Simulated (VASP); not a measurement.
Input of a VASP 6.6.1 run:

The input INCAR:

```
ALGO = Normal ; EDIFF = 1E-6
ENCUT = 520 ; GGA = PS
ISIF = 2 ; ISMEAR = -1
LASPH = True ; LCHARG = False
LREAL = False ; LWAVE = False
NBANDS = 16 ; NELM = 60
PREC = Accurate ; SIGMA = 0.1
```

KPOINTS

```
k-points
0
Gamma
  12 12 7
```

The input POSCAR:

```
Ir
1.0
    2.7513780000      0.0000000000      0.0000000000
   -1.3756890000      2.3827630000      0.0000000000
    0.0000000000      0.0000000000      4.4622900000
Ir
2
Direct
    0.6666666667      0.3333333333      0.7500000000
    0.3333333333      0.6666666667      0.2500000000
```

Potentials or basis: VASP PAW PBE potentials, release 64 (Ir).

Run with:

```bash
$ cat potpaw_PBE.64/Ir/POTCAR > POTCAR
$ mpirun -np 1 vasp_std > vasp.out
```

Q: What does it give for the pressure?

A: -11.6 GPa.

Q: Predict the band gap on the k mesh.

A: Zero (band 9 reaches 10.71 eV, above the bottom of band 10 at 7.54 eV).

Stress tensor (GPa, compression positive):
```
-11.71   0.00   0.00
  0.00 -11.71   0.00
  0.00   0.00 -11.34
```

Caveat: the PAW data sets were made with another functional, which shifts forces and pressure a little; spin-orbit coupling is left out, which moves the levels of the heavy elements.
